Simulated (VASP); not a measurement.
# Ti in VASP: single point with r2SCAN+D3(BJ)

Aim: the single point of Ti with r2SCAN+D3(BJ).

Program: VASP 6.6.1. These are calculated values, not measurements. Logs are shortened: lines on timing, memory, paths and dates and some standing lists are left out, and cuts for length are marked.

### Step 1. The cell of the first run

The cell holds a slab with vacuum, 8 atoms: a = 4.599 Å, b = 4.599 Å, c = 23.571 Å, α = 90.00°, β = 90.00°, γ = 120.00°.

### Step 2. Single point, r2SCAN+D3(BJ)

POSCAR

```
Ti
1.0
    4.5987251554      0.0000000000      0.0000000000
   -2.2993625777      3.9826128096      0.0000000000
    0.0000000000      0.0000000000     23.5709758906
Ti
8
Direct
    0.6666666667      0.3333333333      0.3606129860
    0.3333333333      0.6666666667      0.4004378472
    0.0000000000      0.0000000000      0.4402627083
    0.6666666667      0.3333333333      0.4800875694
    0.3333333333      0.6666666667      0.5251511443
    0.0000000000      0.0000000000      0.5736631994
    0.6666666667      0.3333333333      0.5903722524
    0.3333333333      0.6666666667      0.6366271900
```

INCAR.step1

```
SYSTEM = Ti
  ALGO = Normal
  DIPOL = 0.5 0.5 0.501
  EDIFF = 1E-4
  ENCUT = 520
  GGA = PE
  IDIPOL = 3
  ISMEAR = 0
  LASPH = .TRUE.
  LCHARG = .FALSE.
  LDIPOL = .TRUE.
  LREAL = .FALSE.
  LWAVE = .TRUE.
  NBANDS = 58
  NELM = 60
  PREC = Accurate
  SIGMA = 0.1
```

INCAR.step2

```
SYSTEM = Ti
  ALGO = Normal
  DIPOL = 0.5 0.5 0.501
  EDIFF = 1E-6
  ENCUT = 520
  IDIPOL = 3
  ISIF = 2
  ISMEAR = 0
  ISTART = 1
  IVDW = 12
  LASPH = .TRUE.
  LCHARG = .FALSE.
  LDIPOL = .TRUE.
  LMIXTAU = .TRUE.
  LREAL = .FALSE.
  LWAVE = .FALSE.
  METAGGA = R2SCAN
  NBANDS = 58
  NELM = 60
  PREC = Accurate
  SIGMA = 0.1
  VDW_A1 = 0.49484001
  VDW_A2 = 5.73083694
  VDW_S6 = 1.0
  VDW_S8 = 0.78981345
```

KPOINTS

```
k-points
0
G
  9 9 1
  0 0 0
```

Potentials or basis: VASP PAW PBE potentials, release 64 (Ti_sv).

Command:

```bash
$ cat potpaw_PBE.64/Ti_sv/POTCAR > POTCAR
$ cp INCAR.step1 INCAR
$ mpirun -np 1 vasp_std > vasp.out
$ cp INCAR.step2 INCAR
$ mpirun -np 1 vasp_std > vasp.out
```

OUTCAR:

```text
SYSTEM = Ti
   EDIFF = 1E-6
   ENCUT = 520
   ISIF = 2
   ISMEAR = 0
   ISTART = 1
   IVDW = 12
   LASPH = .TRUE.
   LREAL = .FALSE.
   METAGGA = R2SCAN
   NELM = 60
   PREC = Accurate
 IVDW          = 12

 ion  position               nearest neighbor table
   1  0.667  0.333  0.361-   2 2.82   2 2.82   4 2.82   2 2.82
   2  0.333  0.667  0.400-   3 2.82   3 2.82   3 2.82   1 2.82   1 2.82   1 2.82
   3  0.000  0.000  0.440-   2 2.82   4 2.82   2 2.82   4 2.82   2 2.82   4 2.82
   4  0.667  0.333  0.480-   7 2.60   3 2.82   3 2.82   3 2.82   1 2.82   5 2.86   5 2.86   5 2.86

   5  0.333  0.667  0.525-   8 2.63   4 2.86   4 2.86   4 2.86   6 2.89   6 2.89   6 2.89
   6  0.000  0.000  0.574-   7 2.68   7 2.68   7 2.68   5 2.89   5 2.89   5 2.89
   7  0.667  0.333  0.590-   4 2.60   6 2.68   6 2.68   6 2.68   8 2.87   8 2.87   8 2.87
   8  0.333  0.667  0.637-   5 2.63   7 2.87   7 2.87   7 2.87

  LATTYP: Found a hexagonal cell.
 ALAT       =     4.5987251554
 C/A-ratio  =     5.1255456880

  Lattice vectors:

 A1 = (   4.5987251554,   0.0000000000,   0.0000000000)
 A2 = (  -2.2993625777,   3.9826128096,   0.0000000000)
 A3 = (   0.0000000000,   0.0000000000,  23.5709758906)

Analysis of symmetry for initial positions (statically):
=====================================================================
 Subroutine PRICEL returns:
 Original cell was already a primitive cell.

 Routine SETGRP: Setting up the symmetry group for a
 hexagonal supercell.

 Subroutine GETGRP returns: Found  6 space group operations
 (whereof  6 operations were pure point group operations)
 out of a pool of 24 trial point group operations.

The static configuration has the point symmetry C_3v.

Analysis of symmetry for dynamics (positions and initial velocities):
=====================================================================
 Subroutine PRICEL returns:
 Original cell was already a primitive cell.

 Routine SETGRP: Setting up the symmetry group for a
 hexagonal supercell.

 Subroutine GETGRP returns: Found  6 space group operations
 (whereof  6 operations were pure point group operations)
 out of a pool of 24 trial point group operations.

The dynamic configuration has the point symmetry C_3v.

 Subroutine INISYM returns: Found  6 space group operations
 (whereof  6 operations are pure point group operations),
 and found     1 'primitive' translations

----------------------------------------------------------------------------------------

                                     Primitive cell

  volume of cell :     431.7010

  direct lattice vectors                    reciprocal lattice vectors
     4.598725155  0.000000000  0.000000000     0.217451569  0.125545722  0.000000000
    -2.299362578  3.982612810  0.000000000     0.000000000  0.251091444  0.000000000
     0.000000000  0.000000000 23.570975891     0.000000000  0.000000000  0.042425057

  length of vectors
     4.598725155  4.598725155 23.570975891     0.251091444  0.251091444  0.042425057

  position of ions in fractional coordinates (direct lattice)
     0.666666667  0.333333333  0.360612986
     0.333333333  0.666666667  0.400437847
     0.000000000  0.000000000  0.440262708
     0.666666667  0.333333333  0.480087569
     0.333333333  0.666666667  0.525151144
     0.000000000  0.000000000  0.573663199
     0.666666667  0.333333333  0.590372252
     0.333333333  0.666666667  0.636627190

  ion indices of the primitive-cell ions
   primitive index   ion index
                 1           1
                 2           2
                 3           3
                 4           4
                 5           5
                 6           6
                 7           7
                 8           8

----------------------------------------------------------------------------------------

 KPOINTS: k-points

Automatic generation of k-mesh.
 Grid dimensions read from file:
 generate k-points for:    9    9    1

 Generating k-lattice:

  Cartesian coordinates                     Fractional coordinates (reciprocal lattice)
     0.024161285  0.013949525  0.000000000     0.111111111 -0.000000000  0.000000000
     0.000000000  0.027899049  0.000000000     0.000000000  0.111111111  0.000000000
     0.000000000  0.000000000  0.042425057     0.000000000  0.000000000  1.000000000

  Length of vectors
     0.027899049  0.027899049  0.042425057

  Shift w.r.t. Gamma in fractional coordinates (k-lattice)
     0.000000000  0.000000000  0.000000000

 Subroutine IBZKPT returns following result:
 ===========================================

 Found     12 irreducible k-points:

 Following reciprocal coordinates:
            Coordinates               Weight
  0.000000  0.000000  0.000000      1.000000
  0.111111  0.000000  0.000000      6.000000
  0.222222  0.000000  0.000000      6.000000
  0.333333  0.000000  0.000000      6.000000
  0.444444  0.000000  0.000000      6.000000
  0.111111  0.111111  0.000000      6.000000
  0.222222  0.111111  0.000000     12.000000
  0.333333  0.111111  0.000000     12.000000
  0.444444  0.111111  0.000000      6.000000
  0.222222  0.222222  0.000000      6.000000
  0.333333  0.222222  0.000000     12.000000
  0.333333  0.333333  0.000000      2.000000
   k-points           NKPTS =     12   k-points in BZ     NKDIM =     12   number of bands    NBANDS=     58
   number of dos      NEDOS =    301   number of ions     NIONS =      8
   total plane-waves  NPLWV = 233280
   dimension x,y,z NGX =    36 NGY =   36 NGZ =  180
   dimension x,y,z NGXF=    72 NGYF=   72 NGZF=  360
   ions per type =               8
   NGX,Y,Z   is equivalent  to a cutoff of  13.01, 13.01, 12.70 a.u.
   NGXF,Y,Z  is equivalent  to a cutoff of  26.03, 26.03, 25.39 a.u.
 SYSTEM =  Ti
   PREC   = accura    normal or accurate (medium, high low for compatibility)
   ISTART =      1    job   : 0-new  1-cont  2-samecut
   ICHARG =      0    charge: 1-file 2-atom 10-const
   ISPIN  =      1    spin polarized calculation?
   LNONCOLLINEAR =      F non collinear calculations
   LSORBIT =      F    spin-orbit coupling
   LASPH  =      T    aspherical Exc in radial PAW
   ENCUT  =  520.0 eV  38.22 Ry    6.18 a.u.   8.55  8.55 43.83*2*pi/ulx,y,z
   NELM   =     60;   NELMIN=  2; NELMDL=  0     # of ELM steps
   EDIFF  = 0.1E-05   stopping-criterion for ELM
   LREAL  =      F    real-space projection
   EDIFFG = 0.1E-04   stopping-criterion for IOM
   NSW    =      0    number of steps for IOM
   IBRION =     -1    ionic relax: 0-MD 1-quasi-New 2-CG
   NFREE  =      0    steps in history (QN), initial steepest desc. (CG)
   ISIF   =      2    stress and relaxation
   ISYM   =      2    0-nonsym 1-usesym 2-fastsym
   POTIM  = 0.5000    time-step for ionic-motion
   TEBEG  =    0.0;   TEEND  =   0.0 temperature during run
   PSTRESS=    0.0 pullay stress
   NELECT =      96.0000    total number of electrons
   NUPDOWN=      -1.0000    fix difference up-down
   EMIN   =  10.00;   EMAX   =-10.00  energy-range for DOS
   EFERMI =   0.00;   METHOD = LEGACY
   ISMEAR =     0;   SIGMA  =   0.10  broadening in eV -4-tet -1-fermi 0-gaus
   EFERMI_NEDOS =   21; number of points for ismear=-14 and -15
   IALGO  =     38    algorithm
   IMIX   =      4    mixing-type and parameters
     AMIX     =   0.40;   BMIX     =  1.00
     AMIX_MAG =   1.60;   BMIX_MAG =  1.00
  volume/ion in A,a.u.               =      53.96       364.16
  Fermi-wavevector in a.u.,A,eV,Ry     =   0.991831  1.874288 13.384433  0.983728
  Thomas-Fermi vector in A             =   2.123600
   LORBIT       =      0    0 simple, 1 ext, 2 COOP (PROOUT), +10 PAW based schemes
   METAGGA = R2SCAN    functional components
   LHFCALC =     F    Hartree Fock is set to
   AEXX    =    0.0000 exact exchange contribution
   IVDW    =    12    specifies the selected vdW correction
   LEPSILON=     F    determine dielectric tensor
   LRPA    =     F    only Hartree local field effects (RPA)
 non-spin polarized calculation
 Gauss-broadening in eV      SIGMA  =   0.10
  energy-cutoff  :      520.00
  volume of cell :      431.70
 maximum number of plane-waves:     11683
 NGX is ok and might be reduce to    36
   NGX = 17   NGY = 17   NGZ = 87

 dipolmoment           0.000000      0.000000      0.002296 electrons x Angstroem

 number of electron      95.9999972 magnetization

 dipolmoment           0.000000      0.000000     -0.003522 electrons x Angstroem

 Free energy of the ion-electron system (eV)
  ---------------------------------------------------
  ext. energy  EPLUGINS =         0.00000000
  ---------------------------------------------------
  free energy    TOTEN  =       -97.65257490 eV

  energy without entropy =      -97.56794315  energy(sigma->0) =      -97.61025902

 E-fermi :   0.4948     XC(G=0):  -4.8817

 val. band max:        0.4670382374   @ k =   0.3333   0.3333   0.0000
 cond. band min:       0.5017340650   @ k =   0.3333   0.2222   0.0000
 fundamental gap:      0.0346958276
 Fermi energy:         0.4947572193

 k-point     1 :       0.0000    0.0000    0.0000
  band No.  band energies     occupation
      1     -59.0268      2.00000
      2     -59.0180      2.00000
      3     -58.6087      2.00000
      4     -58.5147      2.00000
      5     -58.4401      2.00000
      6     -58.4222      2.00000
[... 50 lines left out ...]
     57       1.7045      0.00000
     58       2.3250      0.00000

 k-point     2 :       0.1111    0.0000    0.0000
  band No.  band energies     occupation
      1     -59.0264      2.00000
      2     -59.0175      2.00000
      3     -58.6068      2.00000
      4     -58.5109      2.00000
      5     -58.4417      2.00000
      6     -58.4227      2.00000
[... 50 lines left out ...]
     57       1.7805      0.00000
     58       2.3132      0.00000
[... 547 lines left out ...]
     57       1.5852      0.00000
     58       1.7039      0.00000

 k-point    12 :       0.3333    0.3333    0.0000
  band No.  band energies     occupation
      1     -59.0236      2.00000
      2     -59.0140      2.00000
      3     -58.5885      2.00000
      4     -58.4592      2.00000
      5     -58.4587      2.00000
      6     -58.4345      2.00000
[... 50 lines left out ...]
     57       1.6250      0.00000
     58       1.7380      0.00000

------------------------ aborting loop because EDIFF is reached ----------------------------------------

 vacuum level on the upper side and lower side of the slab       (xc-potential included)        -0.035        -0.003

 Edisp (eV)   -1.39580

 E8    (eV) :    -0.5617

  FORCE on cell =-STRESS in cart. coord.  units (eV):
  Direction    XX          YY          ZZ          XY          YZ          ZX
  --------------------------------------------------------------------------------------
  -------------------------------------------------------------------------------------
  Total      -7.22014    -7.22014    -5.49763     0.00000     0.00000    -0.00000
  in kB     -26.79618   -26.79618   -20.40342     0.00000     0.00000    -0.00000
  external pressure =      -24.67 kB  Pullay stress =        0.00 kB

 VOLUME and BASIS-vectors are now :
 -----------------------------------------------------------------------------
  energy-cutoff  :      520.00
  volume of cell :      431.70
      direct lattice vectors                 reciprocal lattice vectors
     4.598725155  0.000000000  0.000000000     0.217451569  0.125545722  0.000000000
    -2.299362578  3.982612810  0.000000000     0.000000000  0.251091444  0.000000000
     0.000000000  0.000000000 23.570975891     0.000000000  0.000000000  0.042425057

 POSITION                                       TOTAL-FORCE (eV/Angst)
 -----------------------------------------------------------------------------------
      2.29936      1.32754      8.50000         0.000000      0.000000      0.995646
     -0.00000      2.65508      9.43871        -0.000000     -0.000000      1.678056
      0.00000      0.00000     10.37742         0.000000     -0.000000     -0.714302
      2.29936      1.32754     11.31613         0.000000     -0.000000     -1.891681
     -0.00000      2.65508     12.37832         0.000000      0.000000     -0.032857
      0.00000      0.00000     13.52180         0.000000     -0.000000     -0.027822
      2.29936      1.32754     13.91565        -0.000000     -0.000000     -0.006079
     -0.00000      2.65508     15.00592        -0.000000      0.000000     -0.000961
 -----------------------------------------------------------------------------------
    total drift:                                0.000000     -0.000000     -0.001053

  FREE ENERGIE OF THE ION-ELECTRON SYSTEM (eV)
  ---------------------------------------------------
  free  energy   TOTEN  =       -99.0483798186 eV

  energy  without entropy=      -98.9637480756  energy(sigma->0) =      -99.00606395

 vacuum level on the upper side and lower side of the slab         3.776         3.807
```

It took 31 min on 1 thread of Intel Xeon Platinum 8559C (Emerald Rapids), shared host; peak memory 0.66 GiB.

Results:

* Free energy: -99.0484 eV
* Largest force: 1.892 eV/Å
* Band gap on the k mesh: zero (bands 48 and 49 overlap by 0.24 eV)
* Dispersion energy per atom: -0.174 eV

Forces on the atoms (eV/Å):
```
Ti   0.000  0.000  0.996
Ti   0.000  0.000  1.678
Ti   0.000  0.000 -0.714
Ti   0.000  0.000 -1.892
Ti   0.000  0.000 -0.033
Ti   0.000  0.000 -0.028
Ti   0.000  0.000 -0.006
Ti   0.000  0.000 -0.001
```

Levels at points of the mesh, in eV from the Fermi level:
| k point | band 43 | band 44 | band 45 | band 46 | band 47 | band 48 | band 49 | band 50 | band 51 | band 52 |
| --- | --- | --- | --- | --- | --- | --- | --- | --- | --- | --- |
| (0.00, 0.00, 0.00) | -1.02 | -0.61 | -0.57 | -0.57 | -0.36 | -0.36 | -0.18 | -0.18 | 0.34 | 0.34 |

Caveat: the PAW data sets were made with another functional, which shifts forces and pressure a little.
